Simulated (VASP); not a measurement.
GaN: single point with PBEsol

The system is GaN.

```
Ga N
1.0
     3.11741    0.00000    0.00000
    -1.55871    2.69976    0.00000
     0.00000    0.00000    5.08022
Ga N
2 2
Cartesian
  0.0000 1.7998 -0.0039
  1.5587 0.8999 2.5363
  0.0000 1.7998 1.9089
  1.5587 0.8999 4.4490
```

This cell differs from its parent crystal: volume scaled by 0.94, then relaxed in part.

```yaml
Program: VASP 6.6.1
Task: single point
Functional: PBEsol
Potentials_or_basis: VASP PAW PBE potentials, release 64 (Ga_d, N)
Cutoff: 520 eV
k_mesh: 12 × 12 × 6
Occupations: gaussian, width 0.02 eV
Spin: no spin polarisation
```

```
Pressure               : 13.1 GPa
Largest force          : 0.010 eV/Å
Band gap on the k mesh : 2.30 eV, direct
```

Forces in eV/Å, atoms in the order of the input:
```
Ga   0.000  0.000  0.010
Ga   0.000  0.000  0.010
N    0.000  0.000 -0.010
N    0.000  0.000 -0.010
```

Levels at points of the mesh, in eV from the valence-band top:
```tsv
k point	band 15	band 16	band 17	band 18	band 19	band 20	band 21	band 22
(0.00, 0.00, 0.00)	-1.13	-0.05	0.00	0.00	2.30	4.62	9.47	10.18
(0.50, 0.00, 0.00)	-4.56	-3.01	-2.45	-1.10	5.11	5.82	6.17	9.09
(0.00, 0.00, 0.50)	-0.58	-0.58	-0.58	-0.58	4.61	4.61	8.71	8.71
(0.50, 0.00, 0.50)	-2.13	-2.13	-2.06	-2.06	4.49	4.49	8.09	8.09
```

Wall time 53 s on 1 thread of Intel(R) Xeon(R) Platinum 8259CL CPU @ 2.50GHz (Skylake/Cascade Lake) (shared host), peak memory 0.2 GiB.

Caveat: the PAW data sets were made with another functional, which shifts forces and pressure a little.
